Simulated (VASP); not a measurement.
A run of VASP 6.6.1:

File POSCAR:

```
Sn
1.0
   -1.8603520953      1.8603520953      1.8603520953
    1.8603520953     -1.8603520953      1.8603520953
    1.8603520953      1.8603520953     -1.8603520953
Sn
1
Direct
    0.0000000000      0.0000000000      0.0000000000
```

File INCAR.step1:

```
  ALGO = Normal
  EDIFF = 1E-4
  ENCUT = 520
  GGA = PE
  ISMEAR = -1
  LASPH = True
  LCHARG = False
  LREAL = False
  LWAVE = True
  NBANDS = 13
  NELM = 80
  PREC = Accurate
  SIGMA = 0.1
```

The input INCAR.step2:

```
  ALGO = Normal
  EDIFF = 1E-6
  ENCUT = 520
  ISIF = 2
  ISMEAR = -1
  ISTART = 1
  LASPH = True
  LCHARG = False
  LMIXTAU = True
  LREAL = False
  LWAVE = False
  METAGGA = R2SCAN
  NBANDS = 13
  NELM = 80
  PREC = Accurate
  SIGMA = 0.1
```

Contents of KPOINTS:

```
k-points
0
Gamma
  12 12 12
```

Potentials or basis: VASP PAW PBE potentials, release 64 (Sn_d).

The run is started by

```bash
$ cat potpaw_PBE.64/Sn_d/POTCAR > POTCAR
$ cp INCAR.step1 INCAR
$ mpirun -np 1 vasp_std > vasp.out
$ cp INCAR.step2 INCAR
$ mpirun -np 1 vasp_std > vasp.out
```

Hardware: 1 thread of Intel(R) Xeon(R) Platinum 8259CL CPU @ 2.50GHz (Skylake/Cascade Lake), with other jobs on the host.

Q: Estimate the wall time of this run.

A: It took 93 s on 1 thread of Intel(R) Xeon(R) Platinum 8259CL CPU @ 2.50GHz (Skylake/Cascade Lake), with other jobs on the host, peak memory 0.15 GiB. Counts: k points 72.
